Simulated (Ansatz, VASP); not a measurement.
# Two plane-wave programs on YLu2F3

```
CELL_PARAMETERS angstrom
2.68722 1.55147 4.32524
-2.68722 1.55147 4.32524
0.00000 -3.10293 4.32524
ATOMIC_POSITIONS crystal
Y 0.50000 0.50000 0.50000
Lu 0.12356 0.12356 0.12356
Lu 0.87644 0.87644 0.87644
F 0.00000 0.50000 0.50000
F 0.50000 0.50000 0.00000
F 0.50000 0.00000 0.50000
```

Change from the starting cell: species swapped into the Eu2Al3Ag type (R-3m, No. 166).

Alike in both runs: task single point; functional PBE; k mesh 6 × 6 × 6; occupations gaussian, width 0.1 eV; no spin polarisation.

```csv
,VASP,Ansatz
version,VASP 6.6.1,Ansatz 0.2.0
potentials or method,"VASP PAW PBE potentials, release 64 (Y_sv, Lu, F), cutoff 520 eV","scalar-relativistic, plane waves, PAW"
valence electrons in the cell,82,82
```

Ansatz gave:

| Quantity | Value |
| --- | --- |
| gap on the k mesh at the Fermi level (eV) | none |
| pressure (GPa) | 1.4 |
| traceless stress, the component that is largest in VASP (GPa) | -12.18 |
| rms of the force components (eV/Å) | 0.319 |

Problem. Which values does VASP return?

Solution. gap on the k mesh at the Fermi level (eV): none; pressure (GPa): 1.3; traceless stress, the component that is largest in VASP (GPa): -12.19; rms of the force components (eV/Å): 0.317.

Atom by atom the forces differ by 0.003 eV/Å (rms over components). A gap of «none» marks a metal or a gap that the smearing closes.

Spin-orbit coupling is off throughout.
